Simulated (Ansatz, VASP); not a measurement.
## Two plane-wave programs on PtSe2

Contents of INCAR:

```
PREC = Accurate
ENCUT = 600
EDIFF = 1E-6
ISMEAR = 0
SIGMA = 0.1
LREAL = False
LASPH = True
NELM = 100
ALGO = Normal
ISIF = 3
LWAVE = False
LCHARG = False
GGA = PS
IBRION = 2
NSW = 100
EDIFFG = -0.002
```

Contents of KPOINTS:

```
regular mesh
0
Gamma
  15 15 10
```

POSCAR

```
PtSe2
1.0
    3.7572801216     -0.0000000029      0.0000000000
   -1.8786400583      3.2539000359      0.0000000000
    0.0000000000      0.0000000000      4.8788309436
Pt Se
1 2
Direct
    0.0000000000      0.0000000000      0.0000000000
    0.6666666667      0.3333333333      0.7395361154
    0.3333333333      0.6666666667      0.2604638846
```

Input for Ansatz:

```yaml
crystal:
  lattice:
    - [3.7572801216, -2.9e-09, 0.0]
    - [-1.8786400583, 3.2539000359, 0.0]
    - [0.0, 0.0, 4.8788309436]
  atoms:
    - { symbol: Pt, position: [0.0, 0.0, 0.0] }
    - { symbol: Se, position: [0.6666666667, 0.3333333333, 0.7395361154] }
    - { symbol: Se, position: [0.3333333333, 0.6666666667, 0.2604638846] }
basis:
  ecutwfc: 420
kpoints:
  mp_grid: { grid: [15, 15, 10] }
hamiltonian:
  xc: pbesol
  pseudopotentials: { kind: paw }
scf:
  occupations: { method: gaussian, width: 0.1 }
output:
  forces: true
  stress: true
  eigenvalues: true
  write_density: true
  write_potential: true
  elf: true
  volumetric_format: npy
relax:
  adjacent_minimum: "off"
  f_tol: 0.002
  max_steps: 80
  cell: { stress_tol: 0.02 }
```

Alike in both runs: task relaxation of cell and atoms; functional PBEsol; k mesh 15 × 15 × 10; occupations gaussian, width 0.1 eV; no spin polarisation.

|  | VASP | Ansatz |
| --- | --- | --- |
| version | VASP 6.6.1 | Ansatz 0.2.0 |
| potentials or method | VASP PAW PBE potentials, release 64 (Pt, Se), cutoff 600 eV | scalar-relativistic, plane waves, PAW |
| valence electrons in the cell | 22 | 50 |

```csv
,VASP,Ansatz,Ansatz less VASP
"gap on the k mesh at the Fermi level, each at its own relaxed structure (eV)",none,none,-
relaxed volume (Å³/atom),19.86,19.86,-0.004
relaxed cell length with the largest relative difference (Å),4.864,4.865,+0.0012
```

VASP's potentials were made for PBE, not for PBEsol. A gap of «none» marks a metal or a gap that the smearing closes. VASP's potentials hold 22 valence electrons a cell and Ansatz's 50, so a difference there can come from the potentials and not from the codes.

Neither program's run includes spin-orbit coupling.
